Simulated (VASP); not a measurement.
# MnO (R-3m) in VASP: a series of runs

MnO is run at these levels: r2SCAN; tasks: single point.

Program: VASP 6.6.1. These are calculated values, not measurements. Logs are shortened: lines on timing, memory, paths and dates and some standing lists are left out, and cuts for length are marked.

## 1. The cell of the first run

The structure is trigonal, space group R-3m (No. 166). Conventional cell: a = 3.151 Å, b = 3.151 Å, c = 7.495 Å, α = 90.00°, β = 90.00°, γ = 120.00°. Mn (site symmetry -3m) has 6 O at 2.21 Å within 2.9 Å. O (site symmetry -3m) has 6 Mn at 2.21 Å within 2.9 Å.

## 2. Single point, r2SCAN, collinear spin, antiferromagnetic start

The input, POSCAR:

```
MnO
1.0
    1.5755089710     -0.9096205252      4.9965715198
    0.0000000000      1.8192410603      4.9965715180
   -1.5755089710     -0.9096205252      4.9965715198
Mn O
2 2
Direct
    0.5000000000      0.5000000000     -0.5000000000
    1.0000000000      1.0000000000      0.0000000000
    0.2499999998      0.2499999998      0.2499999998
    0.7500000002      0.7500000002      0.7500000002
```

The input, INCAR.step1:

```
SYSTEM = MnO
PREC = Accurate
ENCUT = 520
ISMEAR = 0
SIGMA = 0.05
LREAL = .FALSE.
LASPH = .TRUE.
NELM = 150
ISPIN = 2
MAGMOM = 4.59 -4.59 0 0
LMAXMIX = 4
NBANDS = 31
GGA = PE
ALGO = Normal
EDIFF = 1E-4
LWAVE = .TRUE.
LCHARG = .FALSE.
```

The input, INCAR.step2:

```
SYSTEM = MnO
PREC = Accurate
ENCUT = 520
EDIFF = 1E-6
ISMEAR = 0
SIGMA = 0.05
LREAL = .FALSE.
LASPH = .TRUE.
NELM = 150
ALGO = Normal
ISIF = 2
LWAVE = .FALSE.
LCHARG = .FALSE.
ISPIN = 2
MAGMOM = 4.59 -4.59 0 0
LORBIT = 11
LMAXMIX = 4
METAGGA = R2SCAN
LMIXTAU = .TRUE.
NBANDS = 31
ISTART = 1
```

The input, KPOINTS:

```
regular mesh
0
G
  8 8 8
  0 0 0
```

Potentials or basis: VASP PAW PBE potentials, release 64 (Mn_pv, O).

Command:

```sh
cat potpaw_PBE.64/Mn_pv/POTCAR potpaw_PBE.64/O/POTCAR > POTCAR
cp INCAR.step1 INCAR
mpirun -np 1 vasp_std > vasp.out
cp INCAR.step2 INCAR
mpirun -np 1 vasp_std > vasp.out
```

OUTCAR:

```text
SYSTEM = MnO
   PREC = Accurate
   ENCUT = 520
   EDIFF = 1E-6
   ISMEAR = 0
   LREAL = .FALSE.
   LASPH = .TRUE.
   NELM = 150
   ISIF = 2
   ISPIN = 2
   LORBIT = 11
   METAGGA = R2SCAN
   ISTART = 1

 ion  position               nearest neighbor table
   1  0.500  0.500  0.500-   4 2.21   3 2.21   4 2.21   4 2.21   3 2.21   3 2.21   2 3.09   2 3.09
                             2 3.09   2 3.09   2 3.09   2 3.09
   2  0.000  0.000  0.000-   3 2.21   4 2.21   3 2.21   3 2.21   4 2.21   4 2.21   1 3.09   1 3.09
                             1 3.09   1 3.09   1 3.09   1 3.09
   3  0.250  0.250  0.250-   1 2.21   1 2.21   1 2.21   2 2.21   2 2.21   2 2.21
   4  0.750  0.750  0.750-   1 2.21   1 2.21   1 2.21   2 2.21   2 2.21   2 2.21

  LATTYP: Found a trigonal (rhomboedric) cell.
 ALAT       =     5.3174585067
 COS(alpha) =     0.8244246523

  Lattice vectors:

 A1 = (   1.5755089710,  -0.9096205252,   4.9965715198)
 A2 = (   0.0000000000,   1.8192410603,   4.9965715180)
 A3 = (  -1.5755089710,  -0.9096205252,   4.9965715198)

Analysis of symmetry for initial positions (statically):
=====================================================================
 Subroutine PRICEL returns following result:

  LATTYP: Found a trigonal (rhomboedric) cell.
 ALAT       =     3.0904805064
 COS(alpha) =     0.4802197911
[... 12 lines left out ...]
 Subroutine GETGRP returns: Found 12 space group operations
 (whereof 12 operations were pure point group operations)
 out of a pool of 12 trial point group operations.

The static configuration has the point symmetry D_3d.

Analysis of symmetry for dynamics (positions and initial velocities):
=====================================================================
 Subroutine PRICEL returns following result:

  LATTYP: Found a trigonal (rhomboedric) cell.
 ALAT       =     3.0904805064
 COS(alpha) =     0.4802197911
[... 12 lines left out ...]
 Subroutine GETGRP returns: Found 12 space group operations
 (whereof 12 operations were pure point group operations)
 out of a pool of 12 trial point group operations.

The dynamic configuration has the point symmetry D_3d.

Analysis of structural, dynamic, and magnetic symmetry:
=====================================================================
 Subroutine PRICEL returns following result:

  LATTYP: Found a trigonal (rhomboedric) cell.
 ALAT       =     3.0904805064
 COS(alpha) =     0.4802197911
[... 12 lines left out ...]
 Subroutine GETGRP returns: Found 12 space group operations
 (whereof 12 operations were pure point group operations)
 out of a pool of 12 trial point group operations.

The overall configuration has the point symmetry D_3d.

 Subroutine INISYM returns: Found 12 space group operations
 (whereof 12 operations are pure point group operations),
 and found     2 'primitive' translations

----------------------------------------------------------------------------------------

                                     Primitive cell

  volume of cell :      21.4820

  direct lattice vectors                    reciprocal lattice vectors
     1.575508971  0.909620530  2.498285759     0.317357761  0.183226589  0.133424822
    -1.575508971  0.909620530  2.498285759    -0.317357761  0.183226589  0.133424822
     0.000000000 -1.819241055  2.498285761    -0.000000000 -0.366453178  0.133424822

  length of vectors
     3.090480506  3.090480506  3.090480506     0.389987326  0.389987326  0.389987326

  position of ions in fractional coordinates (direct lattice)
     0.000000000  0.000000000  0.000000000
     0.500000000  0.500000000  0.500000000

  ion indices of the primitive-cell ions
   primitive index   ion index
                 1           1
                 2           3

----------------------------------------------------------------------------------------

 KPOINTS: regular mesh

Automatic generation of k-mesh.
 Grid dimensions read from file:
 generate k-points for:    8    8    8

 Generating k-lattice:

  Cartesian coordinates                     Fractional coordinates (reciprocal lattice)
     0.039669720 -0.022903324  0.008339051     0.125000000  0.000000000  0.000000000
     0.000000000  0.045806647  0.008339051     0.000000000  0.125000000  0.000000000
    -0.039669720 -0.022903324  0.008339051     0.000000000  0.000000000  0.125000000

  Length of vectors
     0.046559518  0.046559518  0.046559518

  Shift w.r.t. Gamma in fractional coordinates (k-lattice)
     0.000000000  0.000000000  0.000000000

 Subroutine IBZKPT returns following result:
 ===========================================

 Found     65 irreducible k-points:

 Following reciprocal coordinates:
            Coordinates               Weight
  0.000000  0.000000  0.000000      1.000000
  0.125000  0.000000  0.000000      6.000000
  0.250000  0.000000  0.000000      6.000000
  0.375000  0.000000  0.000000      6.000000
  0.500000  0.000000  0.000000      3.000000
  0.125000  0.125000  0.000000      6.000000
[... 16 lines left out ...]
  0.250000  0.125000  0.125000      6.000000
  0.375000  0.125000  0.125000      6.000000
 [... further k-points ...]
   k-points           NKPTS =     65   k-points in BZ     NKDIM =     65   number of bands    NBANDS=     31
   number of dos      NEDOS =    301   number of ions     NIONS =      4
   total plane-waves  NPLWV =  64000
   dimension x,y,z NGX =    40 NGY =   40 NGZ =   40
   dimension x,y,z NGXF=    80 NGYF=   80 NGZF=   80
   ions per type =               2   2
   NGX,Y,Z   is equivalent  to a cutoff of  12.51, 12.51, 12.51 a.u.
   NGXF,Y,Z  is equivalent  to a cutoff of  25.01, 25.01, 25.01 a.u.
 SYSTEM =  MnO
   PREC   = accura    normal or accurate (medium, high low for compatibility)
   ISTART =      1    job   : 0-new  1-cont  2-samecut
   ICHARG =      0    charge: 1-file 2-atom 10-const
   ISPIN  =      2    spin polarized calculation?
   LNONCOLLINEAR =      F non collinear calculations
   LSORBIT =      F    spin-orbit coupling
   LASPH  =      T    aspherical Exc in radial PAW
   ENCUT  =  520.0 eV  38.22 Ry    6.18 a.u.   9.89  9.89  9.89*2*pi/ulx,y,z
   NELM   =    150;   NELMIN=  2; NELMDL=  0     # of ELM steps
   EDIFF  = 0.1E-05   stopping-criterion for ELM
   LREAL  =      F    real-space projection
   EDIFFG = 0.1E-04   stopping-criterion for IOM
   NSW    =      0    number of steps for IOM
   IBRION =     -1    ionic relax: 0-MD 1-quasi-New 2-CG
   NFREE  =      0    steps in history (QN), initial steepest desc. (CG)
   ISIF   =      2    stress and relaxation
   ISYM   =      2    0-nonsym 1-usesym 2-fastsym
   POTIM  = 0.5000    time-step for ionic-motion
   TEBEG  =    0.0;   TEEND  =   0.0 temperature during run
   PSTRESS=    0.0 pullay stress
   NELECT =      38.0000    total number of electrons
   NUPDOWN=      -1.0000    fix difference up-down
   EMIN   =  10.00;   EMAX   =-10.00  energy-range for DOS
   EFERMI =   0.00;   METHOD = LEGACY
   ISMEAR =     0;   SIGMA  =   0.05  broadening in eV -4-tet -1-fermi 0-gaus
   EFERMI_NEDOS =   21; number of points for ismear=-14 and -15
   IALGO  =     38    algorithm
   IMIX   =      4    mixing-type and parameters
     AMIX     =   0.40;   BMIX     =  1.00
     AMIX_MAG =   1.60;   BMIX_MAG =  1.00
  volume/ion in A,a.u.               =      10.74        72.48
  Fermi-wavevector in a.u.,A,eV,Ry     =   1.571452  2.969614 33.599074  2.469462
  Thomas-Fermi vector in A             =   2.673034
   LORBIT       =     11    0 simple, 1 ext, 2 COOP (PROOUT), +10 PAW based schemes
   METAGGA = R2SCAN    functional components
   LHFCALC =     F    Hartree Fock is set to
   AEXX    =    0.0000 exact exchange contribution
   IVDW    =     0    specifies the selected vdW correction
   LEPSILON=     F    determine dielectric tensor
   LRPA    =     F    only Hartree local field effects (RPA)
 spin polarized calculation
 Gauss-broadening in eV      SIGMA  =   0.05
  energy-cutoff  :      520.00
  volume of cell :       42.96
 maximum number of plane-waves:      1173
   NGX = 19   NGY = 19   NGZ = 19

 number of electron      38.0000009 magnetization      -0.0000000

 Free energy of the ion-electron system (eV)
  ---------------------------------------------------
  ext. energy  EPLUGINS =         0.00000000
  ---------------------------------------------------
  free energy    TOTEN  =       -49.20636889 eV

  energy without entropy =      -49.20636889  energy(sigma->0) =      -49.20636889

 E-fermi :   7.0152     XC(G=0): -12.6872

 val. band max:        6.6736956741   @ k =   0.5000   0.5000   0.5000
 cond. band min:       8.3866947730   @ k =   0.0000   0.0000   0.0000
 fundamental gap:      1.7129990989
 Fermi energy:         7.0151827734

 spin component 1

 k-point     1 :       0.0000    0.0000    0.0000
  band No.  band energies     occupation
      1     -45.0200      1.00000
      2     -44.9638      1.00000
      3     -44.9638      1.00000
      4     -38.7573      1.00000
      5     -38.7021      1.00000
      6     -38.7021      1.00000
[... 805 lines left out ...]
     30      21.9267      0.00000
     31      22.0290      0.00000

 [... further k-points ...]

 spin component 2

 k-point     1 :       0.0000    0.0000    0.0000
  band No.  band energies     occupation
      1     -45.0200      1.00000
      2     -44.9638      1.00000
      3     -44.9638      1.00000
      4     -38.7573      1.00000
      5     -38.7021      1.00000
      6     -38.7021      1.00000
[... 805 lines left out ...]
     30      21.9267      0.00000
     31      22.0290      0.00000

 [... further k-points ...]
[... 5 lines left out ...]
  --------------------------------------------------------------------------------------
  -------------------------------------------------------------------------------------
  Total        0.0631765      0.0631765      0.0464404      0.0000000     -0.0000000      0.0000000
  in kB        2.3559251      2.3559251      1.7318169      0.0000000     -0.0000000      0.0000000
  external PRESSURE =       2.1478890 kB  Pullay stress =       0.0000000 kB

 VOLUME and BASIS-vectors are now :
 -----------------------------------------------------------------------------
  energy-cutoff  :      520.00
  volume of cell :       42.96
      direct lattice vectors                 reciprocal lattice vectors
     1.575508971 -0.909620525  4.996571520     0.317357761 -0.183226589  0.066712411
     0.000000000  1.819241060  4.996571518     0.000000000  0.366453178  0.066712411
    -1.575508971 -0.909620525  4.996571520    -0.317357761 -0.183226589  0.066712411

 POSITION                                       TOTAL-FORCE (eV/Angst)
 -----------------------------------------------------------------------------------
      0.00000      0.00000      7.49486         0.000000      0.000000      0.000000
      0.00000      0.00000      0.00000        -0.000000      0.000000      0.000000
      0.00000      0.00000      3.74743        -0.000000     -0.000000     -0.000000
      0.00000      0.00000     11.24229        -0.000000     -0.000000      0.000000
 -----------------------------------------------------------------------------------
    total drift:                               -0.000000      0.000000     -0.000000

  FREE ENERGIE OF THE ION-ELECTRON SYSTEM (eV)
  ---------------------------------------------------
  free  energy   TOTEN  =       -49.2063688925 eV

  energy  without entropy=      -49.2063688925  energy(sigma->0) =      -49.20636889

 total charge

# of ion       s       p       d       tot
------------------------------------------
    1        0.209   6.177   4.979  11.365
    2        0.209   6.177   4.979  11.365
    3        1.561   3.473   0.000   5.034
    4        1.561   3.473   0.000   5.034
--------------------------------------------------
tot          3.541  19.299   9.957  32.797

 magnetization (x)

# of ion       s       p       d       tot
------------------------------------------
    1        0.013   0.016   4.415   4.445
    2       -0.013  -0.016  -4.415  -4.445
    3        0.000   0.000   0.000   0.000
    4        0.000   0.000   0.000   0.000
--------------------------------------------------
tot          0.000   0.000   0.000   0.000
```

It took 33 min on 1 thread of Oxide Virtual Turin-like, shared host; peak memory 0.34 GiB.

Results:

* Free energy: -49.2064 eV
* Pressure: 0.2 GPa
* Band gap on the k mesh: 1.71 eV
* Net moment: 0.00 μB per cell
* Site moments: Mn +4.45, -4.45; O +0.00 μB
* Valence electrons inside the program's atomic spheres: Mn 11.37; O 5.03

Caveat: the PAW data sets were made with another functional, which shifts forces and pressure a little. A k mesh can miss the band edges.

## 3. Single point, r2SCAN, collinear spin, antiferromagnetic start (10.96 Å³/atom)

This run uses another cell than the first one, of 10.96 Å³/atom.

The input, POSCAR:

```
MnO
1.0
    1.5843343430     -0.9147158561      5.0398819970
    0.0000000000      1.8294317222      5.0398819952
   -1.5843343430     -0.9147158561      5.0398819970
Mn O
2 2
Direct
    0.5000000000      0.5000000000     -0.5000000000
    1.0000000000      1.0000000000      0.0000000000
    0.2499999999      0.2499999999      0.2499999999
    0.7500000001      0.7500000001      0.7500000001
```

The input, INCAR.step1:

```
PREC = Accurate
ENCUT = 520
ISMEAR = 0
SIGMA = 0.05
LREAL = F
LASPH = T
NELM = 150
ISPIN = 2
MAGMOM = 4.59 -4.59 0 0
LMAXMIX = 4
NBANDS = 31
GGA = PE
ALGO = Normal
EDIFF = 1E-4
LWAVE = T
LCHARG = F
```

The input, INCAR.step2:

```
PREC = Accurate
ENCUT = 520
EDIFF = 1E-6
ISMEAR = 0
SIGMA = 0.05
LREAL = F
LASPH = T
NELM = 150
ALGO = Normal
ISIF = 2
LWAVE = F
LCHARG = F
ISPIN = 2
MAGMOM = 4.59 -4.59 0 0
LORBIT = 11
LMAXMIX = 4
METAGGA = R2SCAN
LMIXTAU = T
NBANDS = 31
ISTART = 1
```

The input, KPOINTS:

```
regular mesh
0
Gamma
  8 8 8
```

Potentials or basis: VASP PAW PBE potentials, release 64 (Mn_pv, O).

Command:

```sh
cat potpaw_PBE.64/Mn_pv/POTCAR potpaw_PBE.64/O/POTCAR > POTCAR
cp INCAR.step1 INCAR
mpirun -np 1 vasp_std > vasp.out
cp INCAR.step2 INCAR
mpirun -np 1 vasp_std > vasp.out
```

It took 18 min on 1 thread of Oxide Virtual Turin-like, shared host; peak memory 0.34 GiB.

It converged, with:

* Free energy: -49.1988 eV
* Pressure: -2.9 GPa
* Band gap on the k mesh: 1.65 eV
* Net moment: 0.00 μB per cell
* Site moments: Mn +4.46, -4.46; O +0.00 μB
* Valence electrons inside the program's atomic spheres: Mn 11.34; O 5.02

Levels at points of the mesh, in eV from the valence-band top:
Spin up:
```
           k point  band 15  band 16  band 17  band 18  band 19  band 20  band 21  band 22  band 23  band 24
(0.00, 0.00, 0.00)    -2.21    -2.21    -1.88    -0.61    -0.61     1.65     3.48     3.48     3.51     4.86
(0.50, 0.00, 0.00)    -2.32    -1.64    -1.37    -0.29    -0.12     2.50     4.16     4.30     4.68     4.84
(0.50, 0.50, 0.00)    -2.72    -1.65    -1.44    -0.31    -0.19     2.80     4.23     4.32     5.05     5.06
(0.50, 0.50, 0.50)    -2.17    -2.17    -1.81     0.00     0.00     2.93     3.39     3.39     3.95     4.60
```
Spin down:
| k point | band 15 | band 16 | band 17 | band 18 | band 19 | band 20 | band 21 | band 22 | band 23 | band 24 |
| --- | --- | --- | --- | --- | --- | --- | --- | --- | --- | --- |
| (0.00, 0.00, 0.00) | -2.21 | -2.21 | -1.88 | -0.61 | -0.61 | 1.65 | 3.48 | 3.48 | 3.51 | 4.86 |
| (0.50, 0.00, 0.00) | -2.32 | -1.64 | -1.37 | -0.29 | -0.12 | 2.50 | 4.16 | 4.30 | 4.68 | 4.84 |
| (0.50, 0.50, 0.00) | -2.72 | -1.65 | -1.44 | -0.31 | -0.19 | 2.80 | 4.23 | 4.32 | 5.05 | 5.06 |
| (0.50, 0.50, 0.50) | -2.17 | -2.17 | -1.81 | 0.00 | 0.00 | 2.93 | 3.39 | 3.39 | 3.95 | 4.60 |

Caveat: the PAW data sets were made with another functional, which shifts forces and pressure a little. A k mesh can miss the band edges.
